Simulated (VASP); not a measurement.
# Cu2Rh (I4/mmm) in VASP: single point with PBE

Aim: the single point of Cu2Rh with PBE.

Program: VASP 6.6.1. These are calculated values, not measurements. Logs are shortened: lines on timing, memory, paths and dates and some standing lists are left out, and cuts for length are marked.

### 1 The cell of the first run

It takes space group I4/mmm (No. 139, tetragonal). Conventional cell: a = 2.657 Å, b = 2.657 Å, c = 10.867 Å, α = 90.00°, β = 90.00°, γ = 90.00°. Within 3.4 Å of Cu (site symmetry 4mm) lie 8 Cu at 2.55 to 2.66 Å and 4 Rh at 2.64 Å. Within 3.6 Å of Rh (site symmetry 4/mmm) lie 10 Cu at 2.64 to 3.58 Å and 4 Rh at 2.66 Å.

### 2 Single point, PBE

INCAR reads:

```
  ALGO = Fast
  EDIFF = 1E-6
  ENCUT = 520
  GGA = PE
  ISIF = 2
  ISMEAR = 0
  LASPH = True
  LCHARG = False
  LREAL = False
  LWAVE = False
  NBANDS = 26
  NELM = 80
  PREC = Accurate
  SIGMA = 0.1
```

KPOINTS reads:

```
k-points
0
Gamma
  24 24 24
```

POSCAR reads:

```
Cu2Rh
1.0
   -1.3283084972      1.3283084972      5.4337471936
    1.3283084972     -1.3283084972      5.4337471936
    1.3283084972      1.3283084972     -5.4337471936
Cu Rh
2 1
Direct
    0.6707528074      0.6707528074      0.0000000000
    0.3292471926      0.3292471926      0.0000000000
    0.0000000000      0.0000000000      0.0000000000
```

Potentials or basis: VASP PAW PBE potentials, release 64 (Cu, Rh_pv).

Launch:

```bash
cat potpaw_PBE.64/Cu/POTCAR potpaw_PBE.64/Rh_pv/POTCAR > POTCAR
mpirun -np 1 vasp_std > vasp.out
```

OUTCAR:

```text
EDIFF = 1E-6
   ENCUT = 520
   GGA = PE
   ISIF = 2
   ISMEAR = 0
   LASPH = True
   LREAL = False
   NELM = 80
   PREC = Accurate

 ion  position               nearest neighbor table
   1  0.671  0.671  0.000-   2 2.55   2 2.55   2 2.55   2 2.55   3 2.64   3 2.64   3 2.64   3 2.64

   2  0.329  0.329  0.000-   1 2.55   1 2.55   1 2.55   1 2.55   3 2.64   3 2.64   3 2.64   3 2.64

   3  0.000  0.000  0.000-   1 2.64   1 2.64   1 2.64   2 2.64   2 2.64   2 2.64   1 2.64   2 2.64

  LATTYP: Found a body centered tetragonal cell.
 ALAT       =     2.6566169944
 C/A-ratio  =     4.0907268191

  Lattice vectors:

 A1 = (  -1.3283084972,   1.3283084972,   5.4337471936)
 A2 = (   1.3283084972,  -1.3283084972,   5.4337471936)
 A3 = (   1.3283084972,   1.3283084972,  -5.4337471936)

Analysis of symmetry for initial positions (statically):
=====================================================================
 Subroutine PRICEL returns:
 Original cell was already a primitive cell.

 Routine SETGRP: Setting up the symmetry group for a
 body centered tetragonal supercell.

 Subroutine GETGRP returns: Found 16 space group operations
 (whereof 16 operations were pure point group operations)
 out of a pool of 16 trial point group operations.

The static configuration has the point symmetry D_4h.

Analysis of symmetry for dynamics (positions and initial velocities):
=====================================================================
 Subroutine PRICEL returns:
 Original cell was already a primitive cell.

 Routine SETGRP: Setting up the symmetry group for a
 body centered tetragonal supercell.

 Subroutine GETGRP returns: Found 16 space group operations
 (whereof 16 operations were pure point group operations)
 out of a pool of 16 trial point group operations.

The dynamic configuration has the point symmetry D_4h.

 Subroutine INISYM returns: Found 16 space group operations
 (whereof 16 operations are pure point group operations),
 and found     1 'primitive' translations

----------------------------------------------------------------------------------------

                                     Primitive cell

  volume of cell :      38.3493

  direct lattice vectors                    reciprocal lattice vectors
    -1.328308497  1.328308497  5.433747194     0.000000000  0.376418581  0.092017531
     1.328308497 -1.328308497  5.433747194     0.376418581  0.000000000  0.092017531
     1.328308497  1.328308497 -5.433747194     0.376418581  0.376418581  0.000000000

  length of vectors
     5.749296956  5.749296956  5.749296956     0.387502483  0.387502483  0.532336263

  position of ions in fractional coordinates (direct lattice)
     0.670752807  0.670752807  0.000000000
     0.329247193  0.329247193  0.000000000
     0.000000000  0.000000000  0.000000000

  ion indices of the primitive-cell ions
   primitive index   ion index
                 1           1
                 2           2
                 3           3

----------------------------------------------------------------------------------------

 KPOINTS: k-points

Automatic generation of k-mesh.
 Grid dimensions read from file:
 generate k-points for:   24   24   24

 Generating k-lattice:

  Cartesian coordinates                     Fractional coordinates (reciprocal lattice)
     0.000000000  0.015684108  0.003834064     0.041666667  0.000000000  0.000000000
     0.015684108  0.000000000  0.003834064     0.000000000  0.041666667  0.000000000
     0.015684108  0.015684108  0.000000000     0.000000000  0.000000000  0.041666667

  Length of vectors
     0.016145937  0.016145937  0.022180678

  Shift w.r.t. Gamma in fractional coordinates (k-lattice)
     0.000000000  0.000000000  0.000000000

 Subroutine IBZKPT returns following result:
 ===========================================

 Found   1063 irreducible k-points:

 Following reciprocal coordinates:
            Coordinates               Weight
  0.000000  0.000000  0.000000      1.000000
  0.041667 -0.000000  0.000000      8.000000
  0.083333  0.000000 -0.000000      8.000000
  0.125000  0.000000  0.000000      8.000000
  0.166667  0.000000  0.000000      8.000000
  0.208333  0.000000 -0.000000      8.000000
[... 16 lines left out ...]
  0.416667  0.041667  0.000000     16.000000
  0.458333  0.041667 -0.000000     16.000000
 [... further k-points ...]
   k-points           NKPTS =   1063   k-points in BZ     NKDIM =   1063   number of bands    NBANDS=     26
   number of dos      NEDOS =    301   number of ions     NIONS =      3
   total plane-waves  NPLWV = 110592
   dimension x,y,z NGX =    48 NGY =   48 NGZ =   48
   dimension x,y,z NGXF=    96 NGYF=   96 NGZF=   96
   ions per type =               2   1
   NGX,Y,Z   is equivalent  to a cutoff of  13.88, 13.88, 13.88 a.u.
   NGXF,Y,Z  is equivalent  to a cutoff of  27.76, 27.76, 27.76 a.u.
 SYSTEM =  unknown system
   PREC   = accura    normal or accurate (medium, high low for compatibility)
   ISTART =      0    job   : 0-new  1-cont  2-samecut
   ICHARG =      2    charge: 1-file 2-atom 10-const
   ISPIN  =      1    spin polarized calculation?
   LNONCOLLINEAR =      F non collinear calculations
   LSORBIT =      F    spin-orbit coupling
   LASPH  =      T    aspherical Exc in radial PAW
   ENCUT  =  520.0 eV  38.22 Ry    6.18 a.u.  10.69 10.69 10.69*2*pi/ulx,y,z
   NELM   =     80;   NELMIN=  2; NELMDL= -5     # of ELM steps
   EDIFF  = 0.1E-05   stopping-criterion for ELM
   LREAL  =      F    real-space projection
   EDIFFG = 0.1E-04   stopping-criterion for IOM
   NSW    =      0    number of steps for IOM
   IBRION =     -1    ionic relax: 0-MD 1-quasi-New 2-CG
   NFREE  =      0    steps in history (QN), initial steepest desc. (CG)
   ISIF   =      2    stress and relaxation
   ISYM   =      2    0-nonsym 1-usesym 2-fastsym
   POTIM  = 0.5000    time-step for ionic-motion
   TEBEG  =    0.0;   TEEND  =   0.0 temperature during run
   PSTRESS=    0.0 pullay stress
   NELECT =      37.0000    total number of electrons
   NUPDOWN=      -1.0000    fix difference up-down
   EMIN   =  10.00;   EMAX   =-10.00  energy-range for DOS
   EFERMI =   0.00;   METHOD = LEGACY
   ISMEAR =     0;   SIGMA  =   0.10  broadening in eV -4-tet -1-fermi 0-gaus
   EFERMI_NEDOS =   21; number of points for ismear=-14 and -15
   IALGO  =     68    algorithm
   IMIX   =      4    mixing-type and parameters
     AMIX     =   0.40;   BMIX     =  1.00
     AMIX_MAG =   1.60;   BMIX_MAG =  1.00
  volume/ion in A,a.u.               =      12.78        86.26
  Fermi-wavevector in a.u.,A,eV,Ry     =   1.617669  3.056951 35.604441  2.616853
  Thomas-Fermi vector in A             =   2.712056
   LORBIT       =      0    0 simple, 1 ext, 2 COOP (PROOUT), +10 PAW based schemes
   GGA     = PE    functional components
   LHFCALC =     F    Hartree Fock is set to
   AEXX    =    0.0000 exact exchange contribution
   IVDW    =     0    specifies the selected vdW correction
   LEPSILON=     F    determine dielectric tensor
   LRPA    =     F    only Hartree local field effects (RPA)
 non-spin polarized calculation
 RMM-DIIS sequential band-by-band and
 Gauss-broadening in eV      SIGMA  =   0.10
  energy-cutoff  :      520.00
  volume of cell :       38.35
 maximum number of plane-waves:      1050
 NGX is ok and might be reduce to    48
   NGX = 21   NGY = 21   NGZ = 21

 number of electron      36.9999998 magnetization

 Free energy of the ion-electron system (eV)
  ---------------------------------------------------
  ext. energy  EPLUGINS =         0.00000000
  ---------------------------------------------------
  free energy    TOTEN  =       -14.50976677 eV

  energy without entropy =      -14.49273470  energy(sigma->0) =      -14.50125073

 E-fermi :   8.5378     XC(G=0): -13.0389

 val. band max:        8.5365733577   @ k =  -0.4167  -0.4167   0.2917
 cond. band min:       8.5383202970   @ k =  -0.2083   0.4167   0.2083
 fundamental gap:      0.0017469393
 Fermi energy:         8.5377624318

 k-point     1 :       0.0000    0.0000    0.0000
  band No.  band energies     occupation
      1     -37.3892      2.00000
      2     -37.3348      2.00000
      3     -37.3348      2.00000
      4       0.0624      2.00000
      5       3.4319      2.00000
      6       4.0352      2.00000
[... 18 lines left out ...]
     25      23.8135      0.00000
     26      23.8136      0.00000

 k-point     2 :       0.0417   -0.0000    0.0000
  band No.  band energies     occupation
      1     -37.3884      2.00000
      2     -37.3425      2.00000
      3     -37.3341      2.00000
      4       0.1060      2.00000
      5       3.4636      2.00000
      6       4.0522      2.00000
[... 18 lines left out ...]
     25      23.4407      0.00000
     26      23.9167      0.00000

 k-point     3 :       0.0833    0.0000   -0.0000
  band No.  band energies     occupation
      1     -37.3860      2.00000
      2     -37.3652      2.00000
      3     -37.3322      2.00000
      4       0.2357      2.00000
      5       3.5489      2.00000
      6       4.0991      2.00000
[... 18 lines left out ...]
     25      22.9171      0.00000
     26      24.2048      0.00000

 k-point     4 :       0.1250    0.0000    0.0000
  band No.  band energies     occupation
      1     -37.4011      2.00000
      2     -37.3822      2.00000
      3     -37.3292      2.00000
      4       0.4486      2.00000
      5       3.6596      2.00000
      6       4.1632      2.00000
[... 18 lines left out ...]
     25      23.0392      0.00000
     26      24.6394      0.00000
[... 496 lines left out ...]
      1     -37.7141      2.00000
      2     -37.3476      2.00000
      3     -37.3098      2.00000
      4       2.9371      2.00000
      5       3.7025      2.00000
      6       4.3639      2.00000
[... 18 lines left out ...]
     25      22.6766      0.00000
     26      24.9270      0.00000

 k-point    23 :       0.4167    0.0417    0.0000
  band No.  band energies     occupation
      1     -37.7487      2.00000
      2     -37.3437      2.00000
      3     -37.3068      2.00000
      4       3.2121      2.00000
      5       3.7638      2.00000
      6       4.3448      2.00000
[... 18 lines left out ...]
     25      22.7065      0.00000
     26      25.6649      0.00000

 k-point    24 :       0.4583    0.0417   -0.0000
  band No.  band energies     occupation
      1     -37.7703      2.00000
      2     -37.3413      2.00000
      3     -37.3049      2.00000
      4       3.3023      2.00000
      5       3.9241      2.00000
      6       4.2930      2.00000
[... 18 lines left out ...]
     25      22.7864      0.00000
     26      25.4743      0.00000

 [... further k-points ...]

------------------------ aborting loop because EDIFF is reached ----------------------------------------

  FORCE on cell =-STRESS in cart. coord.  units (eV):
  Direction    XX          YY          ZZ          XY          YZ          ZX
  --------------------------------------------------------------------------------------
  -------------------------------------------------------------------------------------
  Total        0.0449787      0.0449787      0.0704716      0.0000000      0.0000000     -0.0000000
  in kB        1.8791455      1.8791455      2.9442026      0.0000000      0.0000000     -0.0000000
  external PRESSURE =       2.2341645 kB  Pullay stress =       0.0000000 kB

 VOLUME and BASIS-vectors are now :
 -----------------------------------------------------------------------------
  energy-cutoff  :      520.00
  volume of cell :       38.35
      direct lattice vectors                 reciprocal lattice vectors
    -1.328308497  1.328308497  5.433747194     0.000000000  0.376418581  0.092017531
     1.328308497 -1.328308497  5.433747194     0.376418581  0.000000000  0.092017531
     1.328308497  1.328308497 -5.433747194     0.376418581  0.376418581  0.000000000

 POSITION                                       TOTAL-FORCE (eV/Angst)
 -----------------------------------------------------------------------------------
      0.00000      0.00000      7.28940         0.000000      0.000000     -0.004658
      0.00000      0.00000      3.57809        -0.000000     -0.000000      0.004658
      0.00000      0.00000      0.00000         0.000000      0.000000     -0.000000
 -----------------------------------------------------------------------------------
    total drift:                                0.000000      0.000000      0.000000

  FREE ENERGIE OF THE ION-ELECTRON SYSTEM (eV)
  ---------------------------------------------------
  free  energy   TOTEN  =       -14.5097667678 eV

  energy  without entropy=      -14.4927346985  energy(sigma->0) =      -14.50125073
```

It took 37 min on 1 thread of Intel Xeon 6975P-C (Granite Rapids), shared host; peak memory 1.1 GiB.

What came out:

```
Free energy            : -14.5098 eV
Pressure               : 0.2 GPa
Largest force          : 0.005 eV/Å
Band gap on the k mesh : zero (an odd number of electrons rules out a gap without spin polarisation)
```

Forces in eV/Å, atoms in the order of the input:
```
Cu   0.000  0.000 -0.005
Cu   0.000  0.000  0.005
Rh   0.000  0.000  0.000
```

Stress tensor (GPa, compression positive):
```
0.19 0.00 0.00
0.00 0.19 0.00
0.00 0.00 0.29
```
